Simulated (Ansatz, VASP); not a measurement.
# Os in VASP and in Ansatz

INCAR

```
SYSTEM = Os
PREC = Accurate
ENCUT = 520
EDIFF = 1E-6
ISMEAR = -1
SIGMA = 0.1
LREAL = .False.
LASPH = .True.
NELM = 60
ALGO = Normal
ISIF = 2
LWAVE = .False.
LCHARG = .True.
GGA = RE
LELF = .True.
LVHAR = .True.
NBANDS = 15
```

KPOINTS

```
Automatic mesh
0
Gamma
  11 11 11
  0 0 0
```

Contents of POSCAR:

```
Os
1.0
    0.0000000000      2.8592630245      2.8592630245
    2.8592630245      0.0000000000      2.8592630245
    2.8592630245      2.8592630245      0.0000000000
Os
2
Direct
    0.1250000000      0.1250000000      0.1250000000
    0.8750000000      0.8750000000      0.8750000000
```

Input for Ansatz:

```yaml
crystal:
  lattice:
    - [0.0, 2.8592630245, 2.8592630245]
    - [2.8592630245, 0.0, 2.8592630245]
    - [2.8592630245, 2.8592630245, 0.0]
  atoms:
    - { symbol: Os, position: [0.125, 0.125, 0.125] }
    - { symbol: Os, position: [0.875, 0.875, 0.875] }
hamiltonian:
  xc: revpbe
  pseudopotentials:
    kind: paw
    azcp:
      Os: "pseudopotentials/Os.paw.azcp"
basis:
  ecutwfc: 420
  fft_grid_basis: typed
kpoints:
  mp_grid: { grid: [11, 11, 11], shift: [0, 0, 0] }
magnetization:
  spin_polarized: false
scf:
  occupations: { method: fermi_dirac, width: 0.1 }
  lower_state_search: "off"
output:
  stress: true
```

Alike in both runs: task single point; functional revPBE; k mesh 11 × 11 × 11; occupations fermi-dirac, width 0.1 eV; no spin polarisation.

|  | VASP | Ansatz |
| --- | --- | --- |
| version | VASP 6.6.1 | Ansatz 0.2.0 |
| potentials or method | VASP PAW PBE potentials, release 64 (Os), cutoff 520 eV | plane waves (420 eV) with PAW, scalar-relativistic |
| valence electrons in the cell | 16 | 32 |

Ansatz gave:

| Item | Value |
| --- | --- |
| pressure (GPa) | -12.7 |

**Question.** What did VASP give for the same quantities?

**Answer.** Pressure (GPa): -13.5.

VASP's potentials were made for PBE, not for revPBE. With one functional, cell and mesh, what is left measures potentials, basis and numerics. VASP's potentials hold 16 valence electrons a cell and Ansatz's 32, so a difference there can come from the potentials and not from the codes.

Neither program's run includes spin-orbit coupling.
